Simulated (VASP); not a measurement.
Al2O3: single point with PBEsol

Crystal: Al2O3.

```
Al O
1.0
     2.27210    1.31179    4.02055
    -2.27210    1.31179    4.02055
     0.00000   -2.62359    4.02055
Al O
4 6
Direct
  0.85204 0.85204 0.85204
  0.64796 0.64796 0.64796
  0.14796 0.14796 0.14796
  0.35204 0.35204 0.35204
  0.05586 0.44414 0.75000
  0.75000 0.05586 0.44414
  0.44414 0.75000 0.05586
  0.94414 0.55586 0.25000
  0.25000 0.94414 0.55586
  0.55586 0.25000 0.94414
```

This cell differs from its parent crystal: volume 7.190 Å^3 an atom, c/a of the conventional cell 2.6543.

| Item | Value |
| --- | --- |
| Program | VASP 6.6.1 |
| Task | single point |
| Functional | PBEsol |
| Potentials or basis | VASP PAW PBE potentials, release 64 (Al, O) |
| Cutoff | 520 eV |
| k mesh | 6 × 6 × 6 |
| Occupations | gaussian, width 0.05 eV |
| Spin | no spin polarisation |

```yaml
Pressure: 60.4 GPa
Largest_force: 0.296 eV/Å
Band_gap_on_the_k_mesh: 8.00 eV, direct
```

Forces in eV/Å, atoms in the order of the input:
```
Al   0.000  0.000  0.296
Al   0.000  0.000 -0.296
Al   0.000  0.000 -0.296
Al   0.000  0.000  0.296
O    0.234  0.000  0.000
O   -0.117  0.202  0.000
O   -0.117 -0.202  0.000
O   -0.234  0.000  0.000
O    0.117 -0.202  0.000
O    0.117  0.202  0.000
```

Stress tensor (GPa, compression positive):
```
57.36  0.00  0.00
 0.00 57.36  0.00
 0.00  0.00 66.62
```

Levels at points of the mesh, in eV from the valence-band top:
```tsv
k point	band 22	band 23	band 24	band 25	band 26	band 27
(0.00, 0.00, 0.00)	-0.37	-0.37	0.00	8.00	9.78	12.37
(0.50, 0.00, 0.00)	-1.37	-0.55	-0.55	10.31	10.31	11.69
(0.50, 0.50, 0.00)	-1.39	-1.10	-0.50	9.60	10.88	11.26
(0.50, 0.50, 0.50)	-0.83	-0.83	-0.83	9.86	9.86	12.24
```

Wall time 54 s on 1 thread of AMD EPYC 9R45 96-Core Processor (Zen 5), with other jobs on the host, peak memory 0.19 GiB.

Caveat: the PAW data sets were made with another functional, which shifts forces and pressure a little. A k mesh can miss the band edges.
